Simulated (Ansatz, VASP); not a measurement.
**One calculation of BaTiO3, two programs**

```xyz
5
Lattice="4.0782 0.0000 0.0000 0.0000 4.0782 0.0000 0.0000 0.0000 4.0968" Properties=species:S:1:pos:R:3 pbc="T T T"
Ba    0.0000    0.0000   -0.0379
Ti    2.0391    2.0391    1.9454
O     2.0391    2.0391    0.1299
O     2.0391    0.0000    2.1112
O     0.0000    2.0391    2.1112
```

Change from the starting cell: volume scaled by 1.06, ions relaxed.

Alike in both runs: functional PBE; k mesh 8 × 8 × 8; occupations fermi-dirac, width 0.02 eV; no spin polarisation.

Ansatz relaxed the structure, and its values are those at the end. VASP's run is a single point on that final structure, the one shown.

```csv
,VASP,Ansatz
version,VASP 6.6.1,Ansatz 0.2.0
potentials or method,"VASP PAW PBE potentials, release 64 (Ba_sv, Ti_sv, O)","plane-wave PAW, scalar-relativistic"
plane-wave cutoff (eV),520,420
valence electrons in the cell,40,40
```

```tsv
	VASP	Ansatz	Ansatz less VASP
gap on the k mesh at the Fermi level (eV)	1.72	1.78	+0.060
pressure (GPa)	-2.8	-4.2	-1.46
rms of the force components (eV/Å)	0.037	0.007	-0.0306
```

The functional is the same, so the differences come from potentials, cutoffs and numerics. Ansatz's warnings: stress scf threshold loose.

Neither program's run includes spin-orbit coupling.
